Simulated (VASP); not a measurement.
**Ga4AsP3: single point with r2SCAN**

Crystal: Ga4AsP3.

```xyz
8
Lattice="3.8939 0.0000 0.0000 0.0000 3.8939 0.0000 0.0000 0.0000 10.9987" Properties=species:S:1:pos:R:3 pbc="T T T"
P     0.0000    0.0000    2.7025
P     1.9470    1.9470    0.0000
P     0.0000    0.0000    8.2962
Ga    0.0000    1.9470    1.3503
Ga    1.9470    0.0000    9.6484
Ga    0.0000    1.9470    6.9465
Ga    1.9470    0.0000    4.0522
As    1.9470    1.9470    5.4993
```

```json
{
  "Program": "VASP 6.6.1",
  "Task": "single point",
  "Functional": "r2SCAN",
  "Potentials or basis": "VASP PAW PBE potentials, release 64 (P, Ga_d, As)",
  "Cutoff": "520 eV",
  "k mesh": "6 × 6 × 2",
  "Occupations": "fermi-dirac, width 0.02 eV",
  "Spin": "no spin polarisation"
}
```

```json
{
  "Pressure": "0.0 GPa",
  "Largest force": "0.007 eV/Å",
  "Band gap on the k mesh": "1.71 eV (least direct gap 1.81 eV)"
}
```

Forces on the atoms (eV/Å):
```
P    0.000  0.000 -0.003
P    0.000  0.000  0.000
P    0.000  0.000  0.003
Ga   0.000  0.000  0.003
Ga   0.000  0.000 -0.003
Ga   0.000  0.000  0.007
Ga   0.000  0.000 -0.007
As   0.000  0.000  0.000
```

Levels at points of the mesh, in eV from the valence-band top:
```tsv
k point	band 33	band 34	band 35	band 36	band 37	band 38	band 39	band 40
(0.00, 0.00, 0.00)	-1.64	-0.03	0.00	0.00	1.81	1.93	1.95	2.29
(0.50, 0.00, 0.00)	-1.37	-1.21	-1.19	-0.78	1.81	1.83	3.24	3.48
(0.50, 0.50, 0.00)	-2.88	-2.81	-2.81	-2.74	1.71	1.98	2.04	2.04
(0.00, 0.00, 0.50)	-0.84	-0.84	-0.53	-0.53	1.75	1.82	2.68	2.76
(0.50, 0.00, 0.50)	-1.41	-1.41	-1.39	-0.78	2.74	2.78	2.80	2.97
(0.50, 0.50, 0.50)	-3.24	-3.24	-3.19	-3.09	2.80	2.97	3.01	3.18
```

Run time: 4.2 min on 1 thread of Intel(R) Xeon(R) 6975P-C (Granite Rapids) (shared host), peak memory 0.36 GiB.

Caveat: the PAW data sets were made with another functional, which shifts forces and pressure a little. A k mesh can miss the band edges.
